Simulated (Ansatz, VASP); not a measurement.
## One calculation of C, two programs

INCAR

```
SYSTEM = C
ALGO = Normal ; EDIFF = 1E-7
ENCUT = 520 ; ISIF = 2
ISMEAR = -1 ; LASPH = .TRUE.
LCHARG = .FALSE. ; LREAL = .FALSE.
LWAVE = .FALSE. ; NBANDS = 8
NELM = 100 ; PREC = Accurate
SIGMA = 0.1
```

Contents of KPOINTS:

```
k-points
0
G
  20 20 20
  0 0 0
```

File POSCAR:

```
C
1.0
    1.7207474417      0.0000000000      0.0000000000
    0.0000000000      1.7207474417      0.0000000000
    0.0000000000      0.0000000000      1.7207474417
C
1
Direct
    0.0000000000      0.0000000000      0.0000000000
```

Input for Ansatz:

```yaml
crystal:
  lattice:
    - [1.7207474417, 0.0, 0.0]
    - [0.0, 1.7207474417, 0.0]
    - [0.0, 0.0, 1.7207474417]
  atoms:
    - { symbol: C, position: [0.0, 0.0, 0.0] }
hamiltonian:
  xc: lda
  pseudopotentials:
    kind: paw
    azcp:
      C: "pseudopotentials/C.paw.azcp"
basis:
  ecutwfc: 420
  fft_grid_basis: typed
kpoints:
  mp_grid: { grid: [20, 20, 20], shift: [0, 0, 0] }
magnetization:
  spin_polarized: false
scf:
  occupations: { method: fermi_dirac, width: 0.1 }
  lower_state_search: "off"
output:
  stress: true
  write_density: true
  write_potential: true
  elf: true
  volumetric_format: npy
```

Alike in both runs: task single point; functional LDA; k mesh 20 × 20 × 20; occupations fermi-dirac, width 0.1 eV; no spin polarisation.

|  | VASP | Ansatz |
| --- | --- | --- |
| version | VASP 6.6.1 | Ansatz 0.2.0 |
| potentials or method | VASP PAW LDA potentials, release 64 (C), cutoff 520 eV | plane waves (420 eV) with PAW, scalar-relativistic |
| valence electrons in the cell | 4 | 4 |

```tsv
	VASP	Ansatz	Ansatz less VASP
pressure (GPa)	19.4	18.1	-1.24
```

Ansatz warns that its potentials were made for another functional, while VASP's fit it. LDA's correlation is that of Perdew and Zunger in VASP and of Perdew and Wang (1992) in Ansatz.
